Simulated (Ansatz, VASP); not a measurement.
**Te2Mo: VASP beside Ansatz**

The input INCAR:

```
SYSTEM = Te2Mo
PREC = Accurate
ENCUT = 500
EDIFF = 1E-6
ISMEAR = 0
SIGMA = 0.05
LREAL = .FALSE.
LASPH = .TRUE.
NELM = 200
ALGO = Normal
ISIF = 2
LWAVE = .FALSE.
LCHARG = .FALSE.
ISPIN = 2
MAGMOM = 0 0 0 0 2 -2
LORBIT = 11
LMAXMIX = 4
GGA = PS
NBANDS = 39
GGA_COMPAT = .FALSE.
```

File KPOINTS:

```
Automatic mesh
0
G
  6 6 2
  0 0 0
```

Contents of POSCAR:

```
Te2Mo
1.0
    3.5181997400      0.0000000000      0.0000000000
   -1.7590998700      3.0468503500      0.0000000000
    0.0000000000      0.0000000000     13.9735999500
Te Mo
4 2
Direct
    0.3333333333      0.6666666667      0.6210000000
    0.6666666667      0.3333333333      0.1210000000
    0.3333333333      0.6666666667      0.8790000000
    0.6666666667      0.3333333333      0.3790000000
    0.3333333333      0.6666666667      0.2500000000
    0.6666666667      0.3333333333      0.7500000000
```

Input for Ansatz:

```yaml
crystal:
  lattice:
    - [3.51819974, 0.0, 0.0]
    - [-1.75909987, 3.04685035, 0.0]
    - [0.0, 0.0, 13.97359995]
  atoms:
    - { symbol: Te, position: [0.3333333333, 0.6666666667, 0.621] }
    - { symbol: Te, position: [0.6666666667, 0.3333333333, 0.121] }
    - { symbol: Te, position: [0.3333333333, 0.6666666667, 0.879] }
    - { symbol: Te, position: [0.6666666667, 0.3333333333, 0.379] }
    - { symbol: Mo, position: [0.3333333333, 0.6666666667, 0.25], spin: 2.0 }
    - { symbol: Mo, position: [0.6666666667, 0.3333333333, 0.75], spin: -2.0 }
basis:
  ecutwfc: 420
  ecutrho_ratio: 4
kpoints:
  mp_grid: { grid: [6, 6, 2] }
hamiltonian:
  xc: pbesol
scf:
  occupations: { method: gaussian, width: 0.05 }
  lower_state_search: "off"
  max_iter: 150
output:
  forces: true
  stress: true
  eigenvalues: true
  populations: true
  hubbard: { sites: [{ site: 4, l: d }, { site: 5, l: d }] }
  write_density: true
  write_potential: true
  elf: true
  volumetric_format: npy
magnetization:
  spin_polarized: true
```

Alike in both runs: task single point; functional PBEsol; k mesh 6 × 6 × 2; occupations gaussian, width 0.05 eV; collinear spin.

```csv
,VASP,Ansatz
version,VASP 6.6.1,Ansatz 0.2.0
potentials or method,"VASP PAW PBE potentials, release 64 (Te, Mo_sv), cutoff 500 eV","scalar-relativistic, plane waves, PAW"
valence electrons in the cell,52,92
```

Ansatz gave:

| Quantity | Value |
| --- | --- |
| gap on the k mesh at the Fermi level (eV) | 0.80 |
| least direct gap on the mesh (eV) | 1.04 |
| pressure (GPa) | -1.1 |
| traceless stress, the component that is largest in VASP (GPa) | 0.40 |
| rms of the force components (eV/Å) | 0.041 |
| net moment per atom (μB) | 0.00 |

Task: Estimate VASP's values.

Result: gap on the k mesh at the Fermi level (eV): 0.80; least direct gap on the mesh (eV): 1.03; pressure (GPa): -1.0; traceless stress, the component that is largest in VASP (GPa): 0.47; rms of the force components (eV/Å): 0.027; net moment per atom (μB): 0.00.

VASP's potentials were made for PBE, not for PBEsol. Atom by atom the forces differ by 0.014 eV/Å (rms over components). VASP's potentials hold 52 valence electrons a cell and Ansatz's 92, so a difference there can come from the potentials and not from the codes. Ansatz's warnings: seeded moment not kept.

Spin-orbit coupling is off throughout.
